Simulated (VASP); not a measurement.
Wanted: the native input for a VASP 6.6.1 run.

```yaml
Task: single point
Functional: PBEsol
Potentials_or_basis: VASP PAW PBE potentials, release 64 (Ge_d)
Cutoff: 520 eV
k_mesh: 12 × 12 × 6
Occupations: gaussian, width 0.01 eV
Spin: no spin polarisation
Dipole_correction: no
Further_INCAR_settings: ALGO = Normal; EDIFF = 1e-07; NBANDS = 36
```

The structure of Ge lies in POSCAR:

```
Ge
1.0
    3.9986408876      0.0000000000      0.0000000000
   -1.9993204438      3.4629245893      0.0000000000
    0.0000000000      0.0000000000      6.5920610852
Ge
4
Direct
    0.6666666667      0.3333333333      0.0627779754
    0.3333333333      0.6666666667      0.5627779754
    0.6666666667      0.3333333333      0.4372220246
    0.3333333333      0.6666666667      0.9372220246
```

This isn't the form of Ge at room conditions, which is diamond.

These files were run (other wordings do the same):

INCAR

```
ALGO     = Normal         # electronic algorithm
EDIFF    = 1E-7           # SCF threshold, eV
ENCUT    = 520            # plane-wave cutoff, eV
GGA      = PS             # functional
ISIF     = 2              # what is computed and relaxed
ISMEAR   = 0              # smearing method
LASPH    = True           # aspherical terms in the spheres
LCHARG   = False          # write CHGCAR
LREAL    = False          # projectors in reciprocal space
LWAVE    = False          # write WAVECAR
NBANDS   = 36             # bands
NELM     = 100            # most SCF steps
PREC     = Accurate       # precision mode
SIGMA    = 0.01           # smearing width, eV
```

KPOINTS

```
k-points
0
Gamma
  12 12 6
```

Potentials or basis: VASP PAW PBE potentials, release 64 (Ge_d).

The run is started by

```sh
$ cat potpaw_PBE.64/Ge_d/POTCAR > POTCAR
$ mpirun -np 1 vasp_std > vasp.out
```

It gave:

```
Pressure               : -0.1 GPa
Largest force          : 0.003 eV/Å
Band gap on the k mesh : zero (bands 28 and 29 overlap by 0.03 eV)
```

Caveat: semilocal functionals underestimate gaps, and a narrow one can read as zero; the PAW data sets were made with another functional, which shifts forces and pressure a little.

It took 84 s on 1 thread of AMD EPYC 9R45 (Zen 5), with other jobs on the host, peak memory 0.28 GiB.
